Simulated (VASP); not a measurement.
# Si2GeN (Pmmm) in VASP: a series of runs

The runs below take Si2GeN through single point, relaxation of cell and atoms, with PBE.

All numbers are computed with VASP 6.6.1; they aren't measurements. Logs are shortened: lines on timing, memory, paths and dates and some standing lists are left out, and cuts for length are marked.

### 1 The cell of the first run

Symmetry: Pmmm, No. 47, orthorhombic system. Conventional cell: a = 2.967 Å, b = 3.533 Å, c = 5.692 Å, α = 90.00°, β = 90.00°, γ = 90.00°. Si (site symmetry mm2) has 2 Ge at 1.98 Å and 2 N at 2.34 Å and 1 Si at 2.61 Å within 2.7 Å. Within 2.6 Å of Ge (site symmetry mmm) lie 4 Si at 1.98 Å. N (site symmetry mmm) has 4 Si at 2.34 Å and 2 N at 2.97 Å within 3.1 Å.

The cell was generated, and may not be a known phase.

### 2 Single point, PBE

The input, INCAR:

```
SYSTEM = Si2GeN
ALGO = Normal ; EDIFF = 1E-7
ENCUT = 520 ; GGA = PE
ISIF = 2 ; ISMEAR = 0
LASPH = .True. ; LCHARG = .False.
LREAL = .False. ; LWAVE = .False.
NBANDS = 22 ; NELM = 100
PREC = Accurate ; SIGMA = 0.1
```

The input, KPOINTS:

```
k-points
0
Gamma
  6 6 4
  0 0 0
```

The input, POSCAR:

```
Si2GeN
1.0
    2.9666532500      0.0000000000      0.0000000000
    0.0000000000      3.5327671200      0.0000000000
    0.0000000000      0.0000000000      5.6924004300
Si Ge N
2 1 1
Direct
    0.0000000000      0.5000000000      0.2708497900
    0.0000000000      0.5000000000      0.7291502100
    0.5000000000      0.5000000000      0.5000000000
    0.0000000000      0.0000000000      0.0000000000
```

Potentials or basis: VASP PAW PBE potentials, release 64 (Si, Ge_d, N).

Run with:

```bash
$ cat potpaw_PBE.64/Si/POTCAR potpaw_PBE.64/Ge_d/POTCAR potpaw_PBE.64/N/POTCAR > POTCAR
$ mpirun -np 1 vasp_std > vasp.out
```

OUTCAR:

```text
SYSTEM = Si2GeN
   EDIFF = 1E-7
   ENCUT = 520
   GGA = PE
   ISIF = 2
   ISMEAR = 0
   LASPH = .True.
   LREAL = .False.
   NELM = 100
   PREC = Accurate

 ion  position               nearest neighbor table
   1  0.000  0.500  0.271-   3 1.98   3 1.98   4 2.34   4 2.34   2 2.61   2 3.08
   2  0.000  0.500  0.729-   3 1.98   3 1.98   4 2.34   4 2.34   1 2.61   1 3.08
   3  0.500  0.500  0.500-   1 1.98   2 1.98   1 1.98   2 1.98
   4  0.000  0.000  0.000-   1 2.34   2 2.34   1 2.34   2 2.34

  LATTYP: Found a simple orthorhombic cell.
 ALAT       =     2.9666532500
 B/A-ratio  =     1.1908257630
 C/A-ratio  =     1.9187953395

  Lattice vectors:

 A1 = (   2.9666532500,   0.0000000000,   0.0000000000)
 A2 = (   0.0000000000,   3.5327671200,   0.0000000000)
 A3 = (   0.0000000000,   0.0000000000,   5.6924004300)

Analysis of symmetry for initial positions (statically):
=====================================================================
 Subroutine PRICEL returns:
 Original cell was already a primitive cell.

 Routine SETGRP: Setting up the symmetry group for a
 simple orthorhombic supercell.

 Subroutine GETGRP returns: Found  8 space group operations
 (whereof  8 operations were pure point group operations)
 out of a pool of  8 trial point group operations.

The static configuration has the point symmetry D_2h.

Analysis of symmetry for dynamics (positions and initial velocities):
=====================================================================
 Subroutine PRICEL returns:
 Original cell was already a primitive cell.

 Routine SETGRP: Setting up the symmetry group for a
 simple orthorhombic supercell.

 Subroutine GETGRP returns: Found  8 space group operations
 (whereof  8 operations were pure point group operations)
 out of a pool of  8 trial point group operations.

The dynamic configuration has the point symmetry D_2h.

 Subroutine INISYM returns: Found  8 space group operations
 (whereof  8 operations are pure point group operations),
 and found     1 'primitive' translations

----------------------------------------------------------------------------------------

                                     Primitive cell

  volume of cell :      59.6592

  direct lattice vectors                    reciprocal lattice vectors
     2.966653250  0.000000000  0.000000000     0.337080176  0.000000000  0.000000000
     0.000000000  3.532767120  0.000000000     0.000000000  0.283064229  0.000000000
     0.000000000  0.000000000  5.692400430     0.000000000  0.000000000  0.175672814

  length of vectors
     2.966653250  3.532767120  5.692400430     0.337080176  0.283064229  0.175672814

  position of ions in fractional coordinates (direct lattice)
     0.000000000  0.500000000  0.270849790
     0.000000000  0.500000000  0.729150210
     0.500000000  0.500000000  0.500000000
     0.000000000  0.000000000  0.000000000

  ion indices of the primitive-cell ions
   primitive index   ion index
                 1           1
                 2           2
                 3           3
                 4           4

----------------------------------------------------------------------------------------

 KPOINTS: k-points

Automatic generation of k-mesh.
 Grid dimensions read from file:
 generate k-points for:    6    6    4

 Generating k-lattice:

  Cartesian coordinates                     Fractional coordinates (reciprocal lattice)
     0.056180029  0.000000000  0.000000000     0.166666667  0.000000000  0.000000000
     0.000000000  0.047177371  0.000000000     0.000000000  0.166666667  0.000000000
     0.000000000  0.000000000  0.043918203     0.000000000  0.000000000  0.250000000

  Length of vectors
     0.056180029  0.047177371  0.043918203

  Shift w.r.t. Gamma in fractional coordinates (k-lattice)
     0.000000000  0.000000000  0.000000000

 Subroutine IBZKPT returns following result:
 ===========================================

 Found     48 irreducible k-points:

 Following reciprocal coordinates:
            Coordinates               Weight
  0.000000  0.000000  0.000000      1.000000
  0.166667  0.000000  0.000000      2.000000
  0.333333  0.000000  0.000000      2.000000
  0.500000  0.000000  0.000000      1.000000
  0.000000  0.166667  0.000000      2.000000
  0.166667  0.166667  0.000000      4.000000
[... 16 lines left out ...]
  0.333333  0.166667  0.250000      8.000000
  0.500000  0.166667  0.250000      4.000000
 [... further k-points ...]
   k-points           NKPTS =     48   k-points in BZ     NKDIM =     48   number of bands    NBANDS=     22
   number of dos      NEDOS =    301   number of ions     NIONS =      4
   total plane-waves  NPLWV =  28224
   dimension x,y,z NGX =    24 NGY =   28 NGZ =   42
   dimension x,y,z NGXF=    48 NGYF=   56 NGZF=   84
   ions per type =               2   1   1
   NGX,Y,Z   is equivalent  to a cutoff of  13.45, 13.18, 12.27 a.u.
   NGXF,Y,Z  is equivalent  to a cutoff of  26.90, 26.35, 24.53 a.u.
 SYSTEM =  Si2GeN
   PREC   = accura    normal or accurate (medium, high low for compatibility)
   ISTART =      0    job   : 0-new  1-cont  2-samecut
   ICHARG =      2    charge: 1-file 2-atom 10-const
   ISPIN  =      1    spin polarized calculation?
   LNONCOLLINEAR =      F non collinear calculations
   LSORBIT =      F    spin-orbit coupling
   LASPH  =      T    aspherical Exc in radial PAW
   ENCUT  =  520.0 eV  38.22 Ry    6.18 a.u.   5.52  6.57 10.58*2*pi/ulx,y,z
   NELM   =    100;   NELMIN=  2; NELMDL= -5     # of ELM steps
   EDIFF  = 0.1E-06   stopping-criterion for ELM
   LREAL  =      F    real-space projection
   EDIFFG = 0.1E-05   stopping-criterion for IOM
   NSW    =      0    number of steps for IOM
   IBRION =     -1    ionic relax: 0-MD 1-quasi-New 2-CG
   NFREE  =      0    steps in history (QN), initial steepest desc. (CG)
   ISIF   =      2    stress and relaxation
   ISYM   =      2    0-nonsym 1-usesym 2-fastsym
   POTIM  = 0.5000    time-step for ionic-motion
   TEBEG  =    0.0;   TEEND  =   0.0 temperature during run
   PSTRESS=    0.0 pullay stress
   NELECT =      27.0000    total number of electrons
   NUPDOWN=      -1.0000    fix difference up-down
   EMIN   =  10.00;   EMAX   =-10.00  energy-range for DOS
   EFERMI =   0.00;   METHOD = LEGACY
   ISMEAR =     0;   SIGMA  =   0.10  broadening in eV -4-tet -1-fermi 0-gaus
   EFERMI_NEDOS =   21; number of points for ismear=-14 and -15
   IALGO  =     38    algorithm
   IMIX   =      4    mixing-type and parameters
     AMIX     =   0.40;   BMIX     =  1.00
     AMIX_MAG =   1.60;   BMIX_MAG =  1.00
  volume/ion in A,a.u.               =      14.91       100.65
  Fermi-wavevector in a.u.,A,eV,Ry     =   1.256909  2.375213 21.494743  1.579819
  Thomas-Fermi vector in A             =   2.390593
   LORBIT       =      0    0 simple, 1 ext, 2 COOP (PROOUT), +10 PAW based schemes
   GGA     = PE    functional components
   LHFCALC =     F    Hartree Fock is set to
   AEXX    =    0.0000 exact exchange contribution
   IVDW    =     0    specifies the selected vdW correction
   LEPSILON=     F    determine dielectric tensor
   LRPA    =     F    only Hartree local field effects (RPA)
 non-spin polarized calculation
 Gauss-broadening in eV      SIGMA  =   0.10
  energy-cutoff  :      520.00
  volume of cell :       59.66
 maximum number of plane-waves:      1627
 NGX is ok and might be reduce to    24
   NGX = 11   NGY = 13   NGZ = 21

 number of electron      26.9999987 magnetization

 Free energy of the ion-electron system (eV)
  ---------------------------------------------------
  ext. energy  EPLUGINS =         0.00000000
  ---------------------------------------------------
  free energy    TOTEN  =       -13.62698885 eV

  energy without entropy =      -13.61830242  energy(sigma->0) =      -13.62264564

 E-fermi :   6.9222     XC(G=0): -10.5889

 val. band max:        6.9173326186   @ k =   0.3333   0.1667   0.0000
 cond. band min:       6.9879039370   @ k =   0.0000   0.1667   0.5000
 fundamental gap:      0.0705713184
 Fermi energy:         6.9221917584

 k-point     1 :       0.0000    0.0000    0.0000
  band No.  band energies     occupation
      1     -18.6080      2.00000
      2     -18.5376      2.00000
      3     -18.3237      2.00000
      4     -18.2512      2.00000
      5     -18.2481      2.00000
      6      -8.7799      2.00000
[... 14 lines left out ...]
     21      15.0918      0.00000
     22      17.0734      0.00000

 k-point     2 :       0.1667    0.0000    0.0000
  band No.  band energies     occupation
      1     -18.6261      2.00000
      2     -18.4838      2.00000
      3     -18.3210      2.00000
      4     -18.2614      2.00000
      5     -18.2496      2.00000
      6      -8.3969      2.00000
[... 14 lines left out ...]
     21      15.4186      0.00000
     22      15.5641      0.00000

 k-point     3 :       0.3333    0.0000    0.0000
  band No.  band energies     occupation
      1     -18.6618      2.00000
      2     -18.3773      2.00000
      3     -18.3146      2.00000
      4     -18.2878      2.00000
      5     -18.2465      2.00000
      6      -7.3713      2.00000
[... 14 lines left out ...]
     21      15.5770      0.00000
     22      16.3917      0.00000

 k-point     4 :       0.5000    0.0000    0.0000
  band No.  band energies     occupation
      1     -18.6795      2.00000
      2     -18.3304      2.00000
      3     -18.3051      2.00000
      4     -18.3010      2.00000
      5     -18.2450      2.00000
      6      -6.6665      2.00000
[... 14 lines left out ...]
     21      14.9890      0.00000
     22      15.2818      0.00000

 k-point     5 :       0.0000    0.1667    0.0000
  band No.  band energies     occupation
      1     -18.6079      2.00000
      2     -18.5369      2.00000
      3     -18.3211      2.00000
      4     -18.2528      2.00000
      5     -18.2493      2.00000
      6      -8.5849      2.00000
[... 14 lines left out ...]
     21      15.1638      0.00000
     22      16.3553      0.00000

 k-point     6 :       0.1667    0.1667    0.0000
  band No.  band energies     occupation
      1     -18.6259      2.00000
      2     -18.4830      2.00000
      3     -18.3184      2.00000
      4     -18.2629      2.00000
      5     -18.2512      2.00000
      6      -8.2006      2.00000
[... 14 lines left out ...]
     21      15.0255      0.00000
     22      16.1225      0.00000

 k-point     7 :       0.3333    0.1667    0.0000
  band No.  band energies     occupation
      1     -18.6615      2.00000
      2     -18.3767      2.00000
      3     -18.3116      2.00000
      4     -18.2898      2.00000
      5     -18.2480      2.00000
      6      -7.1760      2.00000
[... 324 lines left out ...]
      6      -6.5697      2.00000
[... 14 lines left out ...]
     21      14.1493      0.00000
     22      14.7854      0.00000

 k-point    21 :       0.0000    0.1667    0.2500
  band No.  band energies     occupation
      1     -18.6079      2.00000
      2     -18.5368      2.00000
      3     -18.3209      2.00000
      4     -18.2529      2.00000
      5     -18.2493      2.00000
      6      -8.4199      2.00000
[... 14 lines left out ...]
     21      15.6083      0.00000
     22      16.9306      0.00000

 k-point    22 :       0.1667    0.1667    0.2500
  band No.  band energies     occupation
      1     -18.6259      2.00000
      2     -18.4830      2.00000
      3     -18.3183      2.00000
      4     -18.2628      2.00000
      5     -18.2513      2.00000
      6      -8.0272      2.00000
[... 14 lines left out ...]
     21      14.9843      0.00000
     22      16.0597      0.00000

 k-point    23 :       0.3333    0.1667    0.2500
  band No.  band energies     occupation
      1     -18.6616      2.00000
      2     -18.3766      2.00000
      3     -18.3116      2.00000
      4     -18.2898      2.00000
      5     -18.2480      2.00000
      6      -6.9963      2.00000
[... 14 lines left out ...]
     21      15.3169      0.00000
     22      15.7949      0.00000

 k-point    24 :       0.5000    0.1667    0.2500
  band No.  band energies     occupation
      1     -18.6792      2.00000
      2     -18.3302      2.00000
      3     -18.3032      2.00000
      4     -18.3015      2.00000
      5     -18.2464      2.00000
      6      -6.4185      2.00000
[... 14 lines left out ...]
     21      14.0420      0.00000
     22      15.3341      0.00000

 [... further k-points ...]
[... 5 lines left out ...]
  --------------------------------------------------------------------------------------
  -------------------------------------------------------------------------------------
  Total       40.8345375     -8.2534426     18.2843621     -0.0000000      0.0000000      0.0000000
  in kB     1096.6321731   -221.6503776    491.0357999     -0.0000000      0.0000000      0.0000000
  external PRESSURE =     455.3391985 kB  Pullay stress =       0.0000000 kB

 VOLUME and BASIS-vectors are now :
 -----------------------------------------------------------------------------
  energy-cutoff  :      520.00
  volume of cell :       59.66
      direct lattice vectors                 reciprocal lattice vectors
     2.966653250  0.000000000  0.000000000     0.337080176  0.000000000  0.000000000
     0.000000000  3.532767120  0.000000000     0.000000000  0.283064229  0.000000000
     0.000000000  0.000000000  5.692400430     0.000000000  0.000000000  0.175672814

 POSITION                                       TOTAL-FORCE (eV/Angst)
 -----------------------------------------------------------------------------------
      0.00000      1.76638      1.54179         0.000000     -0.000000    -11.520305
      0.00000      1.76638      4.15061        -0.000000      0.000000     11.520305
      1.48333      1.76638      2.84620         0.000000      0.000000     -0.000000
      0.00000      0.00000      0.00000         0.000000      0.000000     -0.000000
 -----------------------------------------------------------------------------------
    total drift:                                0.000000      0.000000     -0.000000

  FREE ENERGIE OF THE ION-ELECTRON SYSTEM (eV)
  ---------------------------------------------------
  free  energy   TOTEN  =       -13.6269888533 eV

  energy  without entropy=      -13.6183024169  energy(sigma->0) =      -13.62264564
```

Wall time 22 s (1 thread of Intel Xeon 6975P-C (Granite Rapids), shared host); peak memory 0.21 GiB.

What came out:

| Property | Result |
| --- | --- |
| Free energy | -13.6270 eV |
| Pressure | 45.5 GPa |
| Largest force | 11.520 eV/Å |
| Band gap on the k mesh | zero (an odd number of electrons rules out a gap without spin polarisation) |

Forces on the atoms (eV/Å):
```
Si    0.000   0.000 -11.520
Si    0.000   0.000  11.520
Ge    0.000   0.000   0.000
N     0.000   0.000   0.000
```

Stress tensor (GPa, compression positive):
```
109.66   0.00   0.00
  0.00 -22.17   0.00
  0.00   0.00  49.10
```

Caveat: the stress differs along the axes, from -22 to 110 GPa; forces of over 1 eV/Å act on the atoms, so gaps and moduli don't describe the material at rest.

### 3 Single point, PBE

This run uses another cell than the first one, of 15.93 Å³/atom.

The input, INCAR:

```
PREC = Accurate
ENCUT = 520
EDIFF = 1E-6
ISMEAR = 0
SIGMA = 0.1
LREAL = False
LASPH = True
NELM = 80
ALGO = Normal
ISIF = 2
LWAVE = False
LCHARG = False
GGA = PE
NBANDS = 22
```

The input, KPOINTS:

```
Automatic mesh
0
Gamma
  6 6 4
```

The input, POSCAR:

```
Si2GeN
1.0
    4.1670580035      0.0000000000      0.0000000000
    0.0000000000      2.6670333401      0.0000000000
    0.0000000000      0.0000000000      5.7325002491
Si Ge N
2 1 1
Direct
    0.0000000000      0.5000000000      0.2346143698
    0.0000000000      0.5000000000      0.7653856302
    0.5000000000      0.5000000000      0.5000000000
    0.0000000000      0.0000000000      0.0000000000
```

Potentials or basis: VASP PAW PBE potentials, release 64 (Si, Ge_d, N).

Run with:

```bash
$ cat potpaw_PBE.64/Si/POTCAR potpaw_PBE.64/Ge_d/POTCAR potpaw_PBE.64/N/POTCAR > POTCAR
$ mpirun -np 1 vasp_std > vasp.out
```

It took 21 s on 1 thread of Intel Xeon 6975P-C (Granite Rapids), shared host; peak memory 0.21 GiB.

Results (log left out):

```
Free energy            : -22.8229 eV
Pressure               : -0.1 GPa
Largest force          : 0.027 eV/Å
Band gap on the k mesh : zero (an odd number of electrons rules out a gap without spin polarisation)
```

Forces in eV/Å, atoms in the order of the input:
```
Si   0.000  0.000 -0.027
Si   0.000  0.000  0.027
Ge   0.000  0.000  0.000
N    0.000  0.000  0.000
```

Stress tensor (GPa, compression positive):
```
-0.19  0.00  0.00
 0.00 -0.02  0.00
 0.00  0.00 -0.08
```

Levels at points of the mesh, in eV from the Fermi level:
| k point | band 9 | band 10 | band 11 | band 12 | band 13 | band 14 | band 15 | band 16 | band 17 | band 18 |
| --- | --- | --- | --- | --- | --- | --- | --- | --- | --- | --- |
| (0.00, 0.00, 0.00) | -6.07 | -4.27 | -3.67 | -3.42 | -2.64 | -0.42 | 0.48 | 2.72 | 5.25 | 6.36 |
| (0.50, 0.00, 0.00) | -9.05 | -5.72 | -4.51 | -4.26 | -1.42 | 2.27 | 3.50 | 4.33 | 6.53 | 6.88 |
| (0.00, 0.50, 0.00) | -7.75 | -4.96 | -4.73 | -3.34 | -1.47 | 0.96 | 1.19 | 2.49 | 2.62 | 3.92 |
| (0.50, 0.50, 0.00) | -6.75 | -5.38 | -4.39 | -3.57 | -2.69 | -2.33 | -1.35 | 1.60 | 3.25 | 3.58 |
| (0.00, 0.00, 0.50) | -6.52 | -5.66 | -4.27 | -4.06 | -2.31 | 0.82 | 2.02 | 3.60 | 3.83 | 4.87 |
| (0.50, 0.00, 0.50) | -7.09 | -6.13 | -5.02 | -4.25 | -2.03 | 1.27 | 3.84 | 5.83 | 6.13 | 6.82 |
| (0.00, 0.50, 0.50) | -8.43 | -3.83 | -3.32 | -2.62 | -1.12 | -0.69 | -0.44 | 1.01 | 2.51 | 2.87 |
| (0.50, 0.50, 0.50) | -6.65 | -6.53 | -3.75 | -3.61 | -2.25 | -0.72 | -0.21 | 0.09 | 1.56 | 4.91 |

Caveat: the k points lie up to 0.39 Å⁻¹ apart, too coarse for converged energies and pressures of a metal.

(Part 1 of 2 ends here.)

The gap in the log of VASP goes by the Fermi energy; the results here count the filled bands.